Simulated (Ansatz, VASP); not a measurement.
# Zn3F: VASP beside Ansatz

```
Zn F
1.0
     7.35042    0.00000    0.00000
    -3.67521    6.36565    0.00000
     0.00000    0.00000    2.74602
Zn F
6 2
Direct
  0.34753 0.17391 0.25000
  0.17362 0.34753 0.75000
  0.82609 0.17362 0.25000
  0.65247 0.82609 0.75000
  0.82638 0.65247 0.25000
  0.17391 0.82638 0.75000
  0.33333 0.66667 0.25000
  0.66667 0.33333 0.75000
```

Alike in both runs: functional PBE; k mesh 3 × 3 × 6; occupations gaussian, width 0.1 eV; no spin polarisation.

Ansatz relaxed the structure, and its values are those at the end. VASP's run is a single point on that final structure, the one shown.

|  | VASP | Ansatz |
| --- | --- | --- |
| version | VASP 6.6.1 | Ansatz 0.2.0 |
| potentials or method | VASP PAW PBE potentials, release 64 (Zn, F), cutoff 520 eV | scalar-relativistic, plane waves, PAW |
| valence electrons in the cell | 86 | 86 |

```tsv
	VASP	Ansatz	Ansatz less VASP
gap on the k mesh at the Fermi level (eV)	none	none	-
pressure (GPa)	0.1	0.0	-0.12
rms of the force components (eV/Å)	0.004	0.004	-0.0005
```

A gap of «none» marks a metal or a gap that the smearing closes.

The k mesh is coarse, so the values compare programs but aren't converged.
